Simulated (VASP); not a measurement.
Set up this calculation in VASP 6.6.1, as the native input.

```yaml
Task: single point
Functional: r2SCAN
Potentials_or_basis: VASP PAW PBE potentials, release 64 (Mg, B)
Cutoff: 520 eV
k_mesh: 9 × 9 × 9
Occupations: fermi-dirac, width 0.05 eV
Spin: no spin polarisation
Dipole_correction: no
Further_INCAR_settings: ALGO = Normal; EDIFF = 1e-07; NBANDS = 10
```

The system is MgB.

```xyz
2
Lattice="2.8858 0.0000 0.0000 0.0000 2.8858 0.0000 0.0000 0.0000 2.8858" Properties=species:S:1:pos:R:3 pbc="T T T"
Mg    0.0000    0.0000    0.0000
B     1.4429    1.4429    1.4429
```

One way to write it, as run:

POSCAR

```
MgB
1.0
    2.8858442630      0.0000000000      0.0000000000
    0.0000000000      2.8858442630      0.0000000000
    0.0000000000      0.0000000000      2.8858442630
Mg B
1 1
Direct
    0.0000000000      0.0000000000      0.0000000000
    0.5000000000      0.5000000000      0.5000000000
```

INCAR.step1

```
SYSTEM = MgB
PREC = Accurate ; ENCUT = 520
ISMEAR = -1 ; SIGMA = 0.05
LREAL = .False. ; LASPH = .True.
NELM = 80 ; NBANDS = 10
GGA = PE ; ALGO = Normal
EDIFF = 1E-4 ; LWAVE = .True.
LCHARG = .False.
```

INCAR.step2

```
SYSTEM = MgB
PREC = Accurate ; ENCUT = 520
EDIFF = 1E-7 ; ISMEAR = -1
SIGMA = 0.05 ; LREAL = .False.
LASPH = .True. ; NELM = 80
ALGO = Normal ; ISIF = 2
LWAVE = .False. ; LCHARG = .True.
METAGGA = R2SCAN ; LMIXTAU = .True.
LELF = .True. ; LVHAR = .True.
NBANDS = 10 ; ISTART = 1
```

KPOINTS

```
Automatic mesh
0
Gamma
  9 9 9
  0 0 0
```

Potentials or basis: VASP PAW PBE potentials, release 64 (Mg, B).

The run is started by

```bash
$ cat potpaw_PBE.64/Mg/POTCAR potpaw_PBE.64/B/POTCAR > POTCAR
$ cp INCAR.step1 INCAR
$ mpirun -np 1 vasp_std > vasp.out
$ cp INCAR.step2 INCAR
$ mpirun -np 1 vasp_std > vasp.out
```

Results of the run:

```json
{
  "Pressure": "-0.4 GPa",
  "Band gap on the k mesh": "zero (an odd number of electrons rules out a gap without spin polarisation)"
}
```

Caveat: the PAW data sets were made with another functional, which shifts forces and pressure a little.

It took 45 s on 1 thread of Intel Xeon 8259CL (shared host), peak memory 0.15 GiB.
